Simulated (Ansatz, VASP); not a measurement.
LiCl in VASP and in Ansatz

The input INCAR:

```
PREC = Accurate
ENCUT = 520
EDIFF = 1E-7
ISMEAR = 0
SIGMA = 0.02
LREAL = False
LASPH = True
NELM = 100
ALGO = Normal
ISIF = 2
LWAVE = False
LCHARG = False
GGA = PE
NBANDS = 12
```

The input KPOINTS:

```
regular mesh
0
Gamma
  8 8 8
```

File POSCAR:

```
LiCl
1.0
    0.0000000000      2.6585458969      2.6585458969
    2.6585458969      0.0000000000      2.6585458969
    2.6585458969      2.6585458969      0.0000000000
Li Cl
1 1
Direct
    0.5000000000      0.5000000000      0.5000000000
    0.0000000000      0.0000000000      0.0000000000
```

Input for Ansatz:

```yaml
crystal:
  lattice:
    - [0.0, 2.6585458969, 2.6585458969]
    - [2.6585458969, 0.0, 2.6585458969]
    - [2.6585458969, 2.6585458969, 0.0]
  atoms:
    - { symbol: Li, position: [0.5, 0.5, 0.5] }
    - { symbol: Cl, position: [0.0, 0.0, 0.0] }
basis:
  ecutwfc: 420
kpoints:
  mp_grid: { grid: [8, 8, 8] }
hamiltonian:
  xc: pbe
scf:
  occupations: { method: gaussian, width: 0.02 }
output:
  forces: true
  stress: true
  eigenvalues: true
```

Alike in both runs: task single point; functional PBE; k mesh 8 × 8 × 8; occupations gaussian, width 0.02 eV; no spin polarisation.

|  | VASP | Ansatz |
| --- | --- | --- |
| version | VASP 6.6.1 | Ansatz 0.2.0 |
| potentials or method | VASP PAW PBE potentials, release 64 (Li_sv, Cl), cutoff 520 eV | scalar-relativistic, plane waves, PAW |
| valence electrons in the cell | 10 | 10 |

VASP gave:

```
gap on the k mesh at the Fermi level (eV) : 5.77
least direct gap on the mesh (eV)         : 5.77
```

Task: What did Ansatz give for the same quantities?

Result: gap on the k mesh at the Fermi level (eV): 5.76; least direct gap on the mesh (eV): 5.76.

The functional is the same, so the differences come from potentials, cutoffs and numerics.

Noted on VASP's run: the cutoff is short for stress, so the pressure is rough.
